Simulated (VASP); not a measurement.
Wanted: the native input for a VASP 6.6.1 run.

```yaml
Task: single point
Functional: PBE
Dispersion: D3(BJ)
Potentials_or_basis: VASP PAW PBE potentials, release 64 (Sn_d, O)
Cutoff: 520 eV
k_mesh: 7 × 7 × 1
Occupations: gaussian, width 0.05 eV
Spin: no spin polarisation
Dipole_correction: yes
Further_INCAR_settings: ALGO = Normal; EDIFF = 1e-06; NBANDS = 50
```

The structure of SnO lies in POSCAR:

```
SnO
1.0
    3.8206509079      0.0000053603      0.0000000000
   -0.0000052472      3.8206509079      0.0000000000
    0.0000000000      0.0000000000     22.2280089981
Sn O
4 4
Direct
    0.9998502662      0.9998502662      0.2024472817
    0.4998491692      0.4998491692      0.3087997895
    0.7498491692      0.9998491692      0.4932517573
    1.2498502662      1.4998502662      0.5996042650
    0.9998512723      0.4998508145      0.2556235141
    0.4998508145      0.9998512723      0.2556235141
    0.7498481630      1.4998486208      0.5464279896
    1.2498486208      0.9998481630      0.5464279896
```

This cell differs from its parent crystal: layers slid over each other.

One way to write it, as run:

INCAR

```
ALGO = Normal
DIPOL = 0.5 0.5 0.401
EDIFF = 1E-6
ENCUT = 520
GGA = PE
IDIPOL = 3
ISIF = 2
ISMEAR = 0
IVDW = 12
LASPH = T
LCHARG = F
LDIPOL = T
LREAL = F
LWAVE = F
NBANDS = 50
NELM = 60
PREC = Accurate
SIGMA = 0.05
```

KPOINTS

```
k-points
0
Gamma
  7 7 1
```

Potentials or basis: VASP PAW PBE potentials, release 64 (Sn_d, O).

Run with:

```sh
$ cat potpaw_PBE.64/Sn_d/POTCAR potpaw_PBE.64/O/POTCAR > POTCAR
$ mpirun -np 1 vasp_std > vasp.out
```

It gave:

- Largest force: 0.153 eV/Å
- Band gap on the k mesh: 2.54 eV (least direct gap 2.56 eV)
- Dispersion energy per atom: -0.156 eV

Caveat: the cell differs from its parent crystal (layers slid over each other); spin-orbit coupling is left out, which moves the levels of the heavy elements.

Wall time 5.4 min on 1 thread of Intel(R) Xeon(R) 6975P-C (Granite Rapids), on a shared host, peak memory 0.43 GiB.
